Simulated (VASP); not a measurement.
Wanted: the native input for a VASP 6.6.1 run.

```
Task                   : relaxation of cell and atoms
Functional             : r2SCAN
Dispersion             : rVV10
Potentials or basis    : VASP PAW PBE potentials, release 64 (Sn_d, O)
Cutoff                 : 600 eV
k mesh                 : 12 × 12 × 4
Occupations            : fermi-dirac, width 0.03 eV
Spin                   : no spin polarisation
Dipole correction      : no
Further INCAR settings : ALGO = Normal; EDIFF = 1e-07; IBRION = 2; EDIFFG = -0.01; NSW = 100; ISIF = 3
```

Crystal: SnO.

```xyz
4
Lattice="3.3694 0.0000 0.0000 -1.6847 2.9180 0.0000 0.0000 0.0000 6.4482" Properties=species:S:1:pos:R:3 pbc="T T T"
Sn    0.0000    0.0000    0.0000
Sn    0.0000    0.0000    3.2241
O     0.0000    1.9453    1.6121
O     1.6847    0.9727    4.8362
```

One way to write it, as run:

POSCAR

```
SnO
1.0
    3.3694196854      0.0000000000      0.0000000000
   -1.6847098427      2.9180030436      0.0000000000
    0.0000000000      0.0000000000      6.4482380009
Sn O
2 2
Direct
    0.0000000000      0.0000000000      0.0000000000
    0.0000000000      0.0000000000      0.5000000000
    0.3333333333      0.6666666667      0.2500000000
    0.6666666667      0.3333333333      0.7500000000
```

INCAR.step1

```
PREC = Accurate
ENCUT = 600
ISMEAR = -1
SIGMA = 0.03
LREAL = F
LASPH = T
NELM = 80
GGA = PE
ALGO = Normal
EDIFF = 1E-4
LWAVE = T
LCHARG = F
```

INCAR.step2

```
PREC = Accurate
ENCUT = 600
EDIFF = 1E-7
ISMEAR = -1
SIGMA = 0.03
LREAL = F
LASPH = T
NELM = 80
ALGO = Normal
ISIF = 3
LWAVE = F
LCHARG = F
METAGGA = R2SCAN
LMIXTAU = T
LUSE_VDW = T
IVDW_NL = 2
BPARAM = 11.95
CPARAM = 0.0093
IBRION = 2
NSW = 100
EDIFFG = -0.01
ISTART = 1
```

KPOINTS

```
Automatic mesh
0
Gamma
  12 12 4
```

Potentials or basis: VASP PAW PBE potentials, release 64 (Sn_d, O).

Command:

```console
$ cat potpaw_PBE.64/Sn_d/POTCAR potpaw_PBE.64/O/POTCAR > POTCAR
$ cp INCAR.step1 INCAR
$ mpirun -np 1 vasp_std > vasp.out
$ cp INCAR.step2 INCAR
$ mpirun -np 1 vasp_std > vasp.out
```

It gave:

| Property | Result |
| --- | --- |
| Relaxed volume | 16.04 Å³/atom |
| Relaxed cell | a = 3.387 Å, b = 3.387 Å, c = 6.462 Å, α = 90.00°, β = 90.00°, γ = 120.00° |
| Space group after relaxing (to 0.1 Å) | P6_3/mmc (No. 194) |
| Energy gained by relaxing | 0.7 meV/atom |
| Ionic steps | 6 |
| Pressure after relaxing | 0.0 GPa |
| Band gap on the k mesh | zero (bands 20 and 21 overlap by 0.87 eV) |

Caveat: the PAW data sets were made with another functional, which shifts forces and pressure a little; spin-orbit coupling is left out, which moves the levels of the heavy elements.

Wall time 27 min on 1 thread of AMD EPYC 9R45 96-Core Processor (Zen 5), with other jobs on the host, peak memory 0.4 GiB.
